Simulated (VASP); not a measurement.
# PtSe2 (Sudovikovite) (P-3m1) in VASP: a series of runs

Runs on PtSe2 (Sudovikovite). Level: PBEsol+D4. Tasks: single point, relaxation of cell and atoms.

Everything below comes from runs of VASP 6.6.1. Logs are shortened: lines on timing, memory, paths and dates and some standing lists are left out, and cuts for length are marked.

**1. The cell of the first run**

Symmetry: P-3m1, No. 164, trigonal system. Conventional cell: a = 3.649 Å, b = 3.649 Å, c = 4.257 Å, α = 90.00°, β = 90.00°, γ = 120.00°. Within 3.2 Å of Pt (site symmetry -3m) lie 6 Se at 2.44 Å. Se (site symmetry 3m) has 3 Pt at 2.44 Å and 3 Se at 2.76 Å within 3.2 Å.

**2. Single point, PBEsol+D4**

Contents of INCAR:

```
PREC     = Accurate       # precision mode
ENCUT    = 520            # plane-wave cutoff, eV
EDIFF    = 1E-6           # SCF threshold, eV
ISMEAR   = -1             # smearing method
SIGMA    = 0.15           # smearing width, eV
LREAL    = F              # projectors in reciprocal space
LASPH    = T              # aspherical terms in the spheres
NELM     = 80             # most SCF steps
ALGO     = Normal         # electronic algorithm
ISIF     = 2              # what is computed and relaxed
LWAVE    = F              # write WAVECAR
LCHARG   = F              # write CHGCAR
GGA      = PS             # functional
IVDW     = 13             # dispersion correction
NBANDS   = 18             # bands
```

Contents of KPOINTS:

```
regular mesh
0
Gamma
  9 9 6
```

Contents of POSCAR:

```
PtSe2
1.0
    3.6488573179      0.0000000000      0.0000000000
   -1.8244286590      3.1600031321      0.0000000000
    0.0000000000      0.0000000000      4.2572920401
Pt Se
1 2
Direct
    0.0000000000      0.0000000000      0.0000000000
    0.3333333333      0.6666666667      0.2899651080
    0.6666666667      0.3333333333      0.7100348920
```

Potentials or basis: VASP PAW PBE potentials, release 64 (Pt, Se).

Started as:

```console
cat potpaw_PBE.64/Pt/POTCAR potpaw_PBE.64/Se/POTCAR > POTCAR
mpirun -np 1 vasp_std > vasp.out
```

OUTCAR:

```text
PREC = Accurate
   ENCUT = 520
   EDIFF = 1E-6
   ISMEAR = -1
   LREAL = F
   LASPH = T
   NELM = 80
   ISIF = 2
   GGA = PS
   IVDW = 13

 ion  position               nearest neighbor table
   1  0.000  0.000  0.000-   2 2.44   3 2.44   3 2.44   2 2.44   3 2.44   2 2.44
   2  0.333  0.667  0.290-   1 2.44   1 2.44   1 2.44   3 2.76   3 2.76   3 2.76
   3  0.667  0.333  0.710-   1 2.44   1 2.44   1 2.44   2 2.76   2 2.76   2 2.76

  LATTYP: Found a hexagonal cell.
 ALAT       =     3.6488573179
 C/A-ratio  =     1.1667466467

  Lattice vectors:

 A1 = (   3.6488573179,   0.0000000000,   0.0000000000)
 A2 = (  -1.8244286590,   3.1600031321,   0.0000000000)
 A3 = (   0.0000000000,   0.0000000000,   4.2572920401)

Analysis of symmetry for initial positions (statically):
=====================================================================
 Subroutine PRICEL returns:
 Original cell was already a primitive cell.

 Routine SETGRP: Setting up the symmetry group for a
 hexagonal supercell.

 Subroutine GETGRP returns: Found 12 space group operations
 (whereof 12 operations were pure point group operations)
 out of a pool of 24 trial point group operations.

The static configuration has the point symmetry D_3d.

Analysis of symmetry for dynamics (positions and initial velocities):
=====================================================================
 Subroutine PRICEL returns:
 Original cell was already a primitive cell.

 Routine SETGRP: Setting up the symmetry group for a
 hexagonal supercell.

 Subroutine GETGRP returns: Found 12 space group operations
 (whereof 12 operations were pure point group operations)
 out of a pool of 24 trial point group operations.

The dynamic configuration has the point symmetry D_3d.

 Subroutine INISYM returns: Found 12 space group operations
 (whereof 12 operations are pure point group operations),
 and found     1 'primitive' translations

----------------------------------------------------------------------------------------

                                     Primitive cell

  volume of cell :      49.0883

  direct lattice vectors                    reciprocal lattice vectors
     3.648857318  0.000000000  0.000000000     0.274058400  0.158227691  0.000000000
    -1.824428659  3.160003132  0.000000000     0.000000000  0.316455383  0.000000000
     0.000000000  0.000000000  4.257292040     0.000000000  0.000000000  0.234891098

  length of vectors
     3.648857318  3.648857318  4.257292040     0.316455383  0.316455383  0.234891098

  position of ions in fractional coordinates (direct lattice)
     0.000000000  0.000000000  0.000000000
     0.333333333  0.666666667  0.289965108
     0.666666667  0.333333333  0.710034892

  ion indices of the primitive-cell ions
   primitive index   ion index
                 1           1
                 2           2
                 3           3

----------------------------------------------------------------------------------------

 KPOINTS: regular mesh

Automatic generation of k-mesh.
 Grid dimensions read from file:
 generate k-points for:    9    9    6

 Generating k-lattice:

  Cartesian coordinates                     Fractional coordinates (reciprocal lattice)
     0.030450933  0.017580855  0.000000000     0.111111111  0.000000000  0.000000000
     0.000000000  0.035161709  0.000000000     0.000000000  0.111111111  0.000000000
     0.000000000  0.000000000  0.039148516     0.000000000  0.000000000  0.166666667

  Length of vectors
     0.035161709  0.035161709  0.039148516

  Shift w.r.t. Gamma in fractional coordinates (k-lattice)
     0.000000000  0.000000000  0.000000000

 Subroutine IBZKPT returns following result:
 ===========================================

 Found     62 irreducible k-points:

 Following reciprocal coordinates:
            Coordinates               Weight
  0.000000  0.000000  0.000000      1.000000
  0.111111  0.000000  0.000000      6.000000
  0.222222  0.000000  0.000000      6.000000
  0.333333  0.000000  0.000000      6.000000
  0.444444  0.000000  0.000000      6.000000
  0.111111  0.111111  0.000000      6.000000
[... 16 lines left out ...]
  0.222222  0.111111  0.166667     12.000000
 -0.111111  0.333333  0.166667     12.000000
 [... further k-points ...]
   k-points           NKPTS =     62   k-points in BZ     NKDIM =     62   number of bands    NBANDS=     18
   number of dos      NEDOS =    301   number of ions     NIONS =      3
   total plane-waves  NPLWV =  25088
   dimension x,y,z NGX =    28 NGY =   28 NGZ =   32
   dimension x,y,z NGXF=    56 NGYF=   56 NGZF=   64
   ions per type =               1   2
   NGX,Y,Z   is equivalent  to a cutoff of  12.76, 12.76, 12.50 a.u.
   NGXF,Y,Z  is equivalent  to a cutoff of  25.51, 25.51, 24.99 a.u.
 SYSTEM =  unknown system
   PREC   = accura    normal or accurate (medium, high low for compatibility)
   ISTART =      0    job   : 0-new  1-cont  2-samecut
   ICHARG =      2    charge: 1-file 2-atom 10-const
   ISPIN  =      1    spin polarized calculation?
   LNONCOLLINEAR =      F non collinear calculations
   LSORBIT =      F    spin-orbit coupling
   LASPH  =      T    aspherical Exc in radial PAW
   ENCUT  =  520.0 eV  38.22 Ry    6.18 a.u.   6.78  6.78  7.92*2*pi/ulx,y,z
   NELM   =     80;   NELMIN=  2; NELMDL= -5     # of ELM steps
   EDIFF  = 0.1E-05   stopping-criterion for ELM
   LREAL  =      F    real-space projection
   EDIFFG = 0.1E-04   stopping-criterion for IOM
   NSW    =      0    number of steps for IOM
   IBRION =     -1    ionic relax: 0-MD 1-quasi-New 2-CG
   NFREE  =      0    steps in history (QN), initial steepest desc. (CG)
   ISIF   =      2    stress and relaxation
   ISYM   =      2    0-nonsym 1-usesym 2-fastsym
   POTIM  = 0.5000    time-step for ionic-motion
   TEBEG  =    0.0;   TEEND  =   0.0 temperature during run
   PSTRESS=    0.0 pullay stress
   NELECT =      22.0000    total number of electrons
   NUPDOWN=      -1.0000    fix difference up-down
   EMIN   =  10.00;   EMAX   =-10.00  energy-range for DOS
   EFERMI =   0.00;   METHOD = LEGACY
   ISMEAR =    -1;   SIGMA  =   0.15  broadening in eV -4-tet -1-fermi 0-gaus
   EFERMI_NEDOS =   21; number of points for ismear=-14 and -15
   IALGO  =     38    algorithm
   IMIX   =      4    mixing-type and parameters
     AMIX     =   0.40;   BMIX     =  1.00
     AMIX_MAG =   1.60;   BMIX_MAG =  1.00
  volume/ion in A,a.u.               =      16.36       110.42
  Fermi-wavevector in a.u.,A,eV,Ry     =   1.252823  2.367493 21.355241  1.569566
  Thomas-Fermi vector in A             =   2.386705
   LORBIT       =      0    0 simple, 1 ext, 2 COOP (PROOUT), +10 PAW based schemes
   GGA     = PS    functional components
   LHFCALC =     F    Hartree Fock is set to
   AEXX    =    0.0000 exact exchange contribution
   IVDW    =    13    specifies the selected vdW correction
   LEPSILON=     F    determine dielectric tensor
   LRPA    =     F    only Hartree local field effects (RPA)
 non-spin polarized calculation
  energy-cutoff  :      520.00
  volume of cell :       49.09
 maximum number of plane-waves:      1344
   NGX = 13   NGY = 13   NGZ = 15

 number of electron      22.0000005 magnetization

 Free energy of the ion-electron system (eV)
  ---------------------------------------------------
  ext. energy  EPLUGINS =         0.00000000
  ---------------------------------------------------
  free energy    TOTEN  =       -15.34473305 eV

  energy without entropy =      -15.29058058  energy(sigma->0) =      -15.31765681

 E-fermi :   9.1785     XC(G=0): -12.0139

 val. band max:        9.1624274513   @ k =   0.0000   0.2222   0.3333
 cond. band min:       9.2318233569   @ k =   0.4444   0.0000   0.5000
 fundamental gap:      0.0693959057
 Fermi energy:         9.1784936004

 k-point     1 :       0.0000    0.0000    0.0000
  band No.  band energies     occupation
      1      -8.1372      2.00000
      2      -3.0456      2.00000
      3       0.9277      2.00000
      4       1.9982      2.00000
      5       1.9982      2.00000
      6       4.9325      2.00000
[... 10 lines left out ...]
     17      16.3334      0.00000
     18      20.8407      0.00000

 k-point     2 :       0.1111    0.0000    0.0000
  band No.  band energies     occupation
      1      -7.9762      2.00000
      2      -3.2453      2.00000
      3       1.1186      2.00000
      4       2.1011      2.00000
      5       2.2575      2.00000
      6       4.7125      2.00000
[... 10 lines left out ...]
     17      16.7191      0.00000
     18      19.8066      0.00000

 k-point     3 :       0.2222    0.0000    0.0000
  band No.  band energies     occupation
      1      -7.5120      2.00000
      2      -3.7258      2.00000
      3       1.6576      2.00000
      4       2.3867      2.00000
      5       2.7106      2.00000
      6       3.9089      2.00000
[... 10 lines left out ...]
     17      17.5520      0.00000
     18      18.5182      0.00000

 k-point     4 :       0.3333    0.0000    0.0000
  band No.  band energies     occupation
      1      -6.8094      2.00000
      2      -4.3274      2.00000
      3       1.9122      2.00000
      4       2.4505      2.00000
      5       2.7747      2.00000
      6       4.1034      2.00000
[... 10 lines left out ...]
     17      17.0661      0.00000
     18      18.0819      0.00000

 k-point     5 :       0.4444    0.0000    0.0000
  band No.  band energies     occupation
      1      -6.0244      2.00000
      2      -4.9808      2.00000
      3       1.0622      2.00000
      4       3.0893      2.00000
      5       3.2386      2.00000
      6       4.2031      2.00000
[... 10 lines left out ...]
     17      16.6464      0.00000
     18      19.7078      0.00000

 k-point     6 :       0.1111    0.1111    0.0000
  band No.  band energies     occupation
      1      -7.6634      2.00000
      2      -3.5772      2.00000
      3       1.4679      2.00000
      4       2.3024      2.00000
      5       2.6574      2.00000
      6       4.2591      2.00000
[... 10 lines left out ...]
     17      17.6101      0.00000
     18      18.3042      0.00000

 k-point     7 :       0.2222    0.1111    0.0000
  band No.  band energies     occupation
      1      -7.0791      2.00000
      2      -4.0838      2.00000
      3       2.0336      2.00000
      4       2.5104      2.00000
      5       2.7573      2.00000
      6       3.4585      2.00000
[... 10 lines left out ...]
     17      18.0352      0.00000
     18      18.8673      0.00000

 k-point     8 :       0.3333    0.1111    0.0000
  band No.  band energies     occupation
      1      -6.3251      2.00000
      2      -4.6674      2.00000
      3       1.4232      2.00000
      4       2.5636      2.00000
      5       3.1737      2.00000
      6       3.4924      2.00000
[... 10 lines left out ...]
     17      17.8561      0.00000
     18      18.8795      0.00000
[... 229 lines left out ...]
     17      17.9270      0.00000
     18      20.5672      0.00000

 k-point    20 :       0.4444    0.0000    0.1667
  band No.  band energies     occupation
      1      -5.8622      2.00000
      2      -5.0976      2.00000
      3       1.1109      2.00000
      4       2.8876      2.00000
      5       2.8902      2.00000
      6       4.4036      2.00000
[... 10 lines left out ...]
     17      18.7269      0.00000
     18      19.7276      0.00000

 k-point    21 :       0.0000    0.4444    0.1667
  band No.  band energies     occupation
      1      -6.0614      2.00000
      2      -4.7592      2.00000
      3       0.7494      2.00000
      4       2.2296      2.00000
      5       2.6560      2.00000
      6       5.0085      2.00000
[... 10 lines left out ...]
     17      18.4388      0.00000
     18      20.6289      0.00000

 k-point    22 :       0.1111    0.1111    0.1667
  band No.  band energies     occupation
      1      -7.4785      2.00000
      2      -3.9925      2.00000
      3       1.3631      2.00000
      4       2.3012      2.00000
      5       3.2813      2.00000
      6       3.7577      2.00000
[... 10 lines left out ...]
     17      17.4649      0.00000
     18      18.0797      0.00000

 k-point    23 :       0.2222    0.1111    0.1667
  band No.  band energies     occupation
      1      -6.8994      2.00000
      2      -4.3676      2.00000
      3       1.6896      2.00000
      4       2.6511      2.00000
      5       3.0372      2.00000
      6       3.6111      2.00000
[... 10 lines left out ...]
     17      17.3833      0.00000
     18      18.8199      0.00000

 k-point    24 :      -0.1111    0.3333    0.1667
  band No.  band energies     occupation
      1      -6.9451      2.00000
      2      -4.1977      2.00000
      3       1.3728      2.00000
      4       2.3083      2.00000
      5       2.4523      2.00000
      6       3.9648      2.00000
[... 10 lines left out ...]
     17      17.8763      0.00000
     18      19.8048      0.00000

 [... further k-points ...]

------------------------ aborting loop because EDIFF is reached ----------------------------------------

  DFT-D4 for vdW energy calculation

  Edisp (eV):   -1.05830

  FORCE on cell =-STRESS in cart. coord.  units (eV):
  Direction    XX          YY          ZZ          XY          YZ          ZX
  --------------------------------------------------------------------------------------
  -------------------------------------------------------------------------------------
  Total       6.23372     6.23372     6.21393    -0.00000     0.00000    -0.00000
  in kB     203.46041   203.46041   202.81439    -0.00000     0.00000    -0.00000
  external pressure =      203.25 kB  Pullay stress =        0.00 kB

 VOLUME and BASIS-vectors are now :
 -----------------------------------------------------------------------------
  energy-cutoff  :      520.00
  volume of cell :       49.09
      direct lattice vectors                 reciprocal lattice vectors
     3.648857318  0.000000000  0.000000000     0.274058400  0.158227691  0.000000000
    -1.824428659  3.160003132  0.000000000     0.000000000  0.316455383  0.000000000
     0.000000000  0.000000000  4.257292040     0.000000000  0.000000000  0.234891098

 POSITION                                       TOTAL-FORCE (eV/Angst)
 -----------------------------------------------------------------------------------
      0.00000      0.00000      0.00000        -0.000000      0.000000      0.000000
     -0.00000      2.10667      1.23447         0.000000      0.000000      0.025102
      1.82443      1.05333      3.02283        -0.000000     -0.000000     -0.025102
 -----------------------------------------------------------------------------------
    total drift:                               -0.000000     -0.000000     -0.000000

  FREE ENERGIE OF THE ION-ELECTRON SYSTEM (eV)
  ---------------------------------------------------
  free  energy   TOTEN  =       -16.4030333228 eV

  energy  without entropy=      -16.3488808508  energy(sigma->0) =      -16.37595709
```

Run time: 55 s. Hardware: 1 thread of AMD EPYC 7R13 (Zen 3), shared host; peak memory 0.17 GiB.

What came out:

```yaml
Free_energy: -16.4030 eV
Pressure: 20.3 GPa
Largest_force: 0.025 eV/Å
Band_gap_on_the_k_mesh: zero (band 11 reaches 9.63 eV, above the bottom of band 12 at 9.16 eV)
Dispersion_energy_per_atom: -0.353 eV
```

Forces in eV/Å, atoms in the order of the input:
```
Pt   0.000  0.000  0.000
Se   0.000  0.000  0.025
Se   0.000  0.000 -0.025
```

Caveat: the PAW data sets were made with another functional, which shifts forces and pressure a little; spin-orbit coupling is left out, which moves the levels of the heavy elements; pairwise dispersion overbinds metals, which lowers pressure and volume.

**3. Single point, PBEsol+D4**

This run uses another cell than the first one, of 17.39 Å³/atom, 1.063 times its volume.

INCAR is that of step 2.

KPOINTS is that of step 2.

Contents of POSCAR:

```
PtSe2
1.0
    3.6917606195      0.0000000000      0.0000000000
   -1.8458803097      3.1971584812      0.0000000000
    0.0000000000      0.0000000000      4.4198567762
Pt Se
1 2
Direct
    0.0000000000      0.0000000000      0.0000000000
    0.3333333333      0.6666666667      0.2826609048
    0.6666666667      0.3333333333      0.7173390952
```

Potentials or basis: VASP PAW PBE potentials, release 64 (Pt, Se).

Started as:

```console
cat potpaw_PBE.64/Pt/POTCAR potpaw_PBE.64/Se/POTCAR > POTCAR
mpirun -np 1 vasp_std > vasp.out
```

Wall time 64 s (1 thread of AMD EPYC 7R13 (Zen 3), shared host); peak memory 0.18 GiB.

It converged, with:

```
Free energy                : -16.6891 eV
Pressure                   : 10.2 GPa
Largest force              : 0.019 eV/Å
Band gap on the k mesh     : zero (band 11 reaches 8.96 eV, above the bottom of band 12 at 8.36 eV)
Dispersion energy per atom : -0.333 eV
```

Forces in eV/Å, atoms in the order of the input:
```
Pt   0.000  0.000  0.000
Se   0.000  0.000  0.019
Se   0.000  0.000 -0.019
```

Stress tensor (GPa, compression positive):
```
10.19  0.00  0.00
 0.00 10.19  0.00
 0.00  0.00 10.12
```

Levels at points of the mesh, in eV from the Fermi level:
| k point | band 7 | band 8 | band 9 | band 10 | band 11 | band 12 | band 13 | band 14 | band 15 | band 16 |
| --- | --- | --- | --- | --- | --- | --- | --- | --- | --- | --- |
| (0.00, 0.00, 0.00) | -4.06 | -2.55 | -1.02 | -1.02 | 0.68 | 0.68 | 1.07 | 2.92 | 4.78 | 7.19 |
| (0.00, 0.00, 0.50) | -4.19 | -3.03 | -2.27 | -2.27 | -1.70 | 2.85 | 2.85 | 5.23 | 6.37 | 6.37 |

Caveat: the PAW data sets were made with another functional, which shifts forces and pressure a little; spin-orbit coupling is left out, which moves the levels of the heavy elements; pairwise dispersion overbinds metals, which lowers pressure and volume.

**4. Single point, PBEsol+D4**

This run uses another cell than the first one, of 18.09 Å³/atom, 1.106 times its volume.

Edit INCAR of step 3 so:

```diff
@@ -2,3 +2,3 @@
 ENCUT    = 520            # plane-wave cutoff, eV
-EDIFF    = 1E-6           # SCF threshold, eV
+EDIFF    = 1E-7           # SCF threshold, eV
 ISMEAR   = -1             # smearing method
```

KPOINTS is that of step 3.

Contents of POSCAR:

```
PtSe2
1.0
    3.7177465048      0.0000000000      0.0000000000
   -1.8588732524      3.2196629180      0.0000000000
    0.0000000000      0.0000000000      4.5338534097
Pt Se
1 2
Direct
    0.0000000000      0.0000000000      0.0000000000
    0.3333333333      0.6666666667      0.2771663245
    0.6666666667      0.3333333333      0.7228336755
```

Started as:

```console
cat potpaw_PBE.64/Pt/POTCAR potpaw_PBE.64/Se/POTCAR > POTCAR
mpirun -np 1 vasp_std > vasp.out
```

It took 71 s on 1 thread of AMD EPYC 7R13 (Zen 3), shared host; peak memory 0.18 GiB.

Results (log left out):

- Free energy: -16.7873 eV
- Pressure: 5.1 GPa
- Largest force: 0.019 eV/Å
- Band gap on the k mesh: zero (band 11 reaches 8.56 eV, above the bottom of band 12 at 7.78 eV)
- Dispersion energy per atom: -0.321 eV

Forces in eV/Å, atoms in the order of the input:
```
Pt   0.000  0.000  0.000
Se   0.000  0.000  0.019
Se   0.000  0.000 -0.019
```

Levels at points of the mesh, in eV from the Fermi level:
```tsv
k point	band 8	band 9	band 10	band 11	band 12	band 13	band 14	band 15
(0.00, 0.00, 0.00)	-2.50	-0.99	-0.99	0.84	0.84	1.08	2.97	4.55
(0.00, 0.00, 0.50)	-3.00	-2.05	-2.05	-1.66	2.71	2.71	5.14	6.42
```

Caveat: the PAW data sets were made with another functional, which shifts forces and pressure a little; spin-orbit coupling is left out, which moves the levels of the heavy elements; pairwise dispersion overbinds metals, which lowers pressure and volume.

[end of part 1 of 2]
